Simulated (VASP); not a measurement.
# Lu2NF3 (P-4m2) in VASP: further runs

The runs below take Lu2NF3 through single point, relaxation of cell and atoms, with PBE.

Program: VASP 6.6.1. These are calculated values, not measurements. Logs are shortened: lines on timing, memory, paths and dates and some standing lists are left out, and cuts for length are marked.

## 1. The cell of the first run

It takes space group P-4m2 (No. 115, tetragonal). The conventional cell has a = 3.905 Å, b = 3.905 Å, c = 5.548 Å, α = 90.00°, β = 90.00°, γ = 90.00°. Lu (site symmetry 2mm) has 3 F at 2.14 to 2.24 Å and 2 N at 2.24 Å within 2.8 Å. N (site symmetry -4m2) has 4 Lu at 2.24 Å and 8 F at 2.76 to 3.03 Å within 3.1 Å. F (site symmetry 2mm) has 5 Lu at 2.14 to 3.02 Å and 6 F at 2.91 to 3.03 Å and 2 N at 3.03 Å within 3.1 Å. Within 3.1 Å of F (site symmetry -4m2) lie 4 Lu at 2.24 Å and 4 N at 2.76 Å and 4 F at 3.03 Å.

The cell was built from a structure type or drawn by symmetry, and may not be a known phase.

## 2. Single point, PBE

File INCAR:

```
ALGO     = Normal         # electronic algorithm
EDIFF    = 1E-6           # SCF threshold, eV
ENCUT    = 520            # plane-wave cutoff, eV
GGA      = PE             # functional
ISIF     = 2              # what is computed and relaxed
ISMEAR   = 0              # smearing method
LASPH    = True           # aspherical terms in the spheres
LCHARG   = False          # write CHGCAR
LREAL    = False          # projectors in reciprocal space
LWAVE    = False          # write WAVECAR
NBANDS   = 47             # bands
NELM     = 80             # most SCF steps
PREC     = Accurate       # precision mode
SIGMA    = 0.1            # smearing width, eV
```

File KPOINTS:

```
k-points
0
Gamma
  6 6 4
```

File POSCAR:

```
Lu2NF3
1.0
    3.9047333855      0.0000000000      0.0000000000
    0.0000000000      3.9047333855      0.0000000000
    0.0000000000      0.0000000000      5.5480181395
Lu N F
2 1 3
Direct
    0.5000000000      0.0000000000      0.8025278512
    0.0000000000      0.5000000000      0.1974721488
    0.5000000000      0.5000000000      0.0000000000
    0.5000000000      0.0000000000      0.4172922203
    0.0000000000      0.5000000000      0.5827077797
    0.0000000000      0.0000000000      0.0000000000
```

Potentials or basis: VASP PAW PBE potentials, release 64 (Lu, N, F).

On the command line:

```console
cat potpaw_PBE.64/Lu/POTCAR potpaw_PBE.64/N/POTCAR potpaw_PBE.64/F/POTCAR > POTCAR
mpirun -np 1 vasp_std > vasp.out
```

OUTCAR:

```text
EDIFF = 1E-6
   ENCUT = 520
   GGA = PE
   ISIF = 2
   ISMEAR = 0
   LASPH = True
   LREAL = False
   NELM = 80
   PREC = Accurate

 ion  position               nearest neighbor table
   1  0.500  0.000  0.803-   4 2.14   3 2.24   6 2.24   3 2.24   6 2.24   2 3.52   2 3.52   2 3.52
                             2 3.52
   2  0.000  0.500  0.197-   5 2.14   3 2.24   6 2.24   6 2.24   3 2.24   1 3.52   1 3.52   1 3.52
                             1 3.52
   3  0.500  0.500  0.000-   1 2.24   2 2.24   1 2.24   2 2.24
   4  0.500  0.000  0.417-   1 2.14
   5  0.000  0.500  0.583-   2 2.14
   6  0.000  0.000  0.000-   1 2.24   2 2.24   2 2.24   1 2.24

  LATTYP: Found a simple tetragonal cell.
 ALAT       =     3.9047333855
 C/A-ratio  =     1.4208442912

  Lattice vectors:

 A1 = (   3.9047333855,   0.0000000000,   0.0000000000)
 A2 = (   0.0000000000,   3.9047333855,   0.0000000000)
 A3 = (   0.0000000000,   0.0000000000,   5.5480181395)

Analysis of symmetry for initial positions (statically):
=====================================================================
 Subroutine PRICEL returns:
 Original cell was already a primitive cell.

 Routine SETGRP: Setting up the symmetry group for a
 simple tetragonal supercell.

 Subroutine GETGRP returns: Found  8 space group operations
 (whereof  8 operations were pure point group operations)
 out of a pool of 16 trial point group operations.

The static configuration has the point symmetry D_2d.

Analysis of symmetry for dynamics (positions and initial velocities):
=====================================================================
 Subroutine PRICEL returns:
 Original cell was already a primitive cell.

 Routine SETGRP: Setting up the symmetry group for a
 simple tetragonal supercell.

 Subroutine GETGRP returns: Found  8 space group operations
 (whereof  8 operations were pure point group operations)
 out of a pool of 16 trial point group operations.

The dynamic configuration has the point symmetry D_2d.

 Subroutine INISYM returns: Found  8 space group operations
 (whereof  8 operations are pure point group operations),
 and found     1 'primitive' translations

----------------------------------------------------------------------------------------

                                     Primitive cell

[... 99 lines left out ...]
   LREAL  =      F    real-space projection
   EDIFFG = 0.1E-04   stopping-criterion for IOM
   NSW    =      0    number of steps for IOM
   IBRION =     -1    ionic relax: 0-MD 1-quasi-New 2-CG
   NFREE  =      0    steps in history (QN), initial steepest desc. (CG)
   ISIF   =      2    stress and relaxation
   ISYM   =      2    0-nonsym 1-usesym 2-fastsym
   POTIM  = 0.5000    time-step for ionic-motion
   TEBEG  =    0.0;   TEEND  =   0.0 temperature during run
   PSTRESS=    0.0 pullay stress
   NELECT =      76.0000    total number of electrons
   NUPDOWN=      -1.0000    fix difference up-down
   EMIN   =  10.00;   EMAX   =-10.00  energy-range for DOS
   EFERMI =   0.00;   METHOD = LEGACY
   ISMEAR =     0;   SIGMA  =   0.10  broadening in eV -4-tet -1-fermi 0-gaus
   EFERMI_NEDOS =   21; number of points for ismear=-14 and -15
   IALGO  =     38    algorithm
   IMIX   =      4    mixing-type and parameters
     AMIX     =   0.40;   BMIX     =  1.00
     AMIX_MAG =   1.60;   BMIX_MAG =  1.00
  volume/ion in A,a.u.               =      14.10        95.14
  Fermi-wavevector in a.u.,A,eV,Ry     =   1.579692  2.985185 33.952353  2.495428
  Thomas-Fermi vector in A             =   2.680033
   LORBIT       =      0    0 simple, 1 ext, 2 COOP (PROOUT), +10 PAW based schemes
   GGA     = PE    functional components
   LHFCALC =     F    Hartree Fock is set to
   AEXX    =    0.0000 exact exchange contribution
   IVDW    =     0    specifies the selected vdW correction
   LEPSILON=     F    determine dielectric tensor
   LRPA    =     F    only Hartree local field effects (RPA)
 non-spin polarized calculation
 Gauss-broadening in eV      SIGMA  =   0.10
  energy-cutoff  :      520.00
  volume of cell :       84.59
 maximum number of plane-waves:      2316
 NGX is ok and might be reduce to    30
   NGX = 15   NGY = 15   NGZ = 21

 number of electron      75.9999976 magnetization

 Free energy of the ion-electron system (eV)
  ---------------------------------------------------
  ext. energy  EPLUGINS =         0.00000000
  ---------------------------------------------------
  free energy    TOTEN  =       -40.67106361 eV

  energy without entropy =      -40.67106361  energy(sigma->0) =      -40.67106361

 E-fermi :   3.0500     XC(G=0): -10.7193

 val. band max:        2.5805738738   @ k =   0.5000   0.5000   0.0000
 cond. band min:       4.1109698094   @ k =   0.0000   0.0000   0.0000
 fundamental gap:      1.5303959356
 Fermi energy:         3.0500373603

 k-point     1 :       0.0000    0.0000    0.0000
  band No.  band energies     occupation
      1     -53.0246      2.00000
      2     -53.0041      2.00000
      3     -24.9062      2.00000
      4     -24.0622      2.00000
      5     -24.0622      2.00000
      6     -23.8641      2.00000
[... 1189 lines left out ...]
     46       8.6646      0.00000
     47      10.0220      0.00000

 [... further k-points ...]

------------------------ aborting loop because EDIFF is reached ----------------------------------------

  FORCE on cell =-STRESS in cart. coord.  units (eV):
  Direction    XX          YY          ZZ          XY          YZ          ZX
  --------------------------------------------------------------------------------------
  -------------------------------------------------------------------------------------
  Total        0.3388989      0.3388989      0.6763733      0.0000000      0.0000000      0.0000000
  in kB        6.4188928      6.4188928     12.8108051      0.0000000      0.0000000      0.0000000
  external PRESSURE =       8.5495302 kB  Pullay stress =       0.0000000 kB

 VOLUME and BASIS-vectors are now :
 -----------------------------------------------------------------------------
  energy-cutoff  :      520.00
  volume of cell :       84.59
      direct lattice vectors                 reciprocal lattice vectors
     3.904733386  0.000000000  0.000000000     0.256099431  0.000000000  0.000000000
     0.000000000  3.904733386  0.000000000     0.000000000  0.256099431  0.000000000
     0.000000000  0.000000000  5.548018139     0.000000000  0.000000000  0.180244544

 POSITION                                       TOTAL-FORCE (eV/Angst)
 -----------------------------------------------------------------------------------
      1.95237      0.00000      4.45244         0.000000      0.000000     -0.001703
      0.00000      1.95237      1.09558        -0.000000      0.000000      0.001703
      1.95237      1.95237      0.00000         0.000000     -0.000000      0.000000
      1.95237      0.00000      2.31514         0.000000      0.000000     -0.105926
      0.00000      1.95237      3.23287         0.000000      0.000000      0.105926
      0.00000      0.00000      0.00000         0.000000      0.000000      0.000000
 -----------------------------------------------------------------------------------
    total drift:                                0.000000      0.000000     -0.000000

  FREE ENERGIE OF THE ION-ELECTRON SYSTEM (eV)
  ---------------------------------------------------
  free  energy   TOTEN  =       -40.6710636074 eV

  energy  without entropy=      -40.6710636074  energy(sigma->0) =      -40.67106361
```

It used 110 s of CPU time on 1 thread of Intel(R) Xeon(R) Platinum 8488C (Sapphire Rapids), with other jobs on the host.

What came out:

- Free energy: -40.6711 eV
- Pressure: 0.9 GPa
- Largest force: 0.106 eV/Å
- Band gap on the k mesh: 1.53 eV (least direct gap 2.65 eV)

Forces in eV/Å, atoms in the order of the input:
```
Lu   0.000  0.000 -0.002
Lu   0.000  0.000  0.002
N    0.000  0.000  0.000
F    0.000  0.000 -0.106
F    0.000  0.000  0.106
F    0.000  0.000  0.000
```

Caveat: spin-orbit coupling is left out, which moves the levels of the heavy elements. A k mesh can miss the band edges.

## 3. Relaxation of cell and atoms, PBE

This run uses another cell than the first one, of 14.27 Å³/atom.

File INCAR:

```
SYSTEM = Lu2NF3
PREC = Accurate
ENCUT = 600
EDIFF = 1E-7
ISMEAR = 0
SIGMA = 0.1
LREAL = .FALSE.
LASPH = .TRUE.
NELM = 60
ALGO = Normal
ISIF = 3
LWAVE = .FALSE.
LCHARG = .FALSE.
GGA = PE
IBRION = 2
NSW = 90
EDIFFG = -0.04
```

File KPOINTS:

```
Automatic mesh
0
G
  6 6 4
  0 0 0
```

File POSCAR:

```
Lu2NF3
1.0
    3.3980294700      0.0000000000      0.0000000000
    0.0000000000      3.3980294700      0.0000000000
    0.0000000000      0.0000000000      7.4158836600
Lu N F
2 1 3
Direct
    0.5000000000      0.0000000000      0.7391800300
    0.0000000000      0.5000000000      0.2608199700
    0.5000000000      0.5000000000      0.0000000000
    0.5000000000      0.0000000000      0.3822810100
    0.0000000000      0.5000000000      0.6177189900
    0.0000000000      0.0000000000      0.0000000000
```

Potentials or basis: VASP PAW PBE potentials, release 64 (Lu, N, F).

On the command line:

```console
cat potpaw_PBE.64/Lu/POTCAR potpaw_PBE.64/N/POTCAR potpaw_PBE.64/F/POTCAR > POTCAR
mpirun -np 1 vasp_std > vasp.out
```

It took 34 min on 1 thread of Intel Xeon Platinum 8488C (Sapphire Rapids), shared host; peak memory 0.29 GiB.

Results (log left out):

- Free energy: -40.6638 eV
- Relaxed volume: 14.08 Å³/atom
- Relaxed cell: a = 3.886 Å, b = 3.886 Å, c = 5.593 Å, α = 90.00°, β = 90.00°, γ = 90.00°
- Space group after relaxing (to 0.1 Å): P-4m2 (No. 115)
- Energy gained by relaxing: 1125.7 meV/atom
- Ionic steps: 13
- Pressure after relaxing: -0.1 GPa
- Largest force after relaxing: 0.032 eV/Å
- Band gap on the k mesh: 1.52 eV (least direct gap 2.60 eV)

Forces on the atoms (eV/Å):
```
Lu   0.000  0.000  0.005
Lu   0.000  0.000 -0.005
N    0.000  0.000  0.000
F    0.000  0.000 -0.032
F    0.000  0.000  0.032
F    0.000  0.000  0.000
```

Stress tensor (GPa, compression positive):
```
-0.10  0.00  0.00
 0.00 -0.10  0.00
 0.00  0.00  0.01
```

The path:
```
step  energy change (eV)  largest force (eV/Å)  pressure (GPa)  volume (Å³)
   1              0.0000                4.8211           -9.72        85.63
   2             -5.5338                2.8736            4.25        74.19
   3             -5.8937                0.7470           13.94        71.36
   4             -5.8945                0.5229           15.82        70.89
   5             -6.5973                0.8545           -1.01        81.76
   6             -6.6013                0.8922           -2.36        82.90
   7             -6.7057                0.5333           -0.19        82.50
   8             -6.7217                0.2179            1.29        82.24
   9             -6.7432                0.1444            0.17        83.70
  10             -6.7473                0.1081           -0.55        84.68
  11             -6.7517                0.1006            0.44        84.14
  12             -6.7517                0.1056            0.53        84.11
  13             -6.7544                0.0321           -0.06        84.47
```

Final structure:
```cif
data_structure
_symmetry_space_group_name_H-M 'P 1'
_symmetry_Int_Tables_number 1
_cell_length_a 3.8863
_cell_length_b 3.8863
_cell_length_c 5.5931
_cell_angle_alpha 90.000
_cell_angle_beta 90.000
_cell_angle_gamma 90.000
_cell_volume 84.47
loop_
_atom_site_label
_atom_site_type_symbol
_atom_site_fract_x
_atom_site_fract_y
_atom_site_fract_z
_atom_site_occupancy
Lu1 Lu 0.50000 0.00000 0.80093 1
Lu2 Lu 0.00000 0.50000 0.19907 1
N1 N 0.50000 0.50000 0.00000 1
F1 F 0.50000 0.00000 0.41591 1
F2 F 0.00000 0.50000 0.58409 1
F3 F 0.00000 0.00000 0.00000 1
```

Levels at points of the mesh, in eV from the valence-band top:
```csv
k point,band 35,band 36,band 37,band 38,band 39,band 40,band 41,band 42
"(0.00, 0.00, 0.00)",-3.89,-2.29,-1.08,-1.08,1.52,3.82,4.43,4.47
"(0.50, 0.00, 0.00)",-3.86,-1.81,-1.66,-1.21,3.49,3.94,4.11,4.60
"(0.50, 0.50, 0.00)",-3.86,-1.60,-1.60,0.00,4.10,4.10,4.15,4.52
"(0.00, 0.00, 0.50)",-3.90,-2.35,-0.98,-0.98,3.16,3.19,3.98,5.47
"(0.50, 0.00, 0.50)",-3.93,-1.57,-1.37,-1.15,3.77,4.26,4.33,4.66
"(0.50, 0.50, 0.50)",-3.86,-1.31,-1.31,-0.04,4.10,4.13,4.13,4.69
```

Caveat: a cell axis changed by over 15 % at a fixed basis, so the end point is rough; spin-orbit coupling is left out, which moves the levels of the heavy elements. A k mesh can miss the band edges.
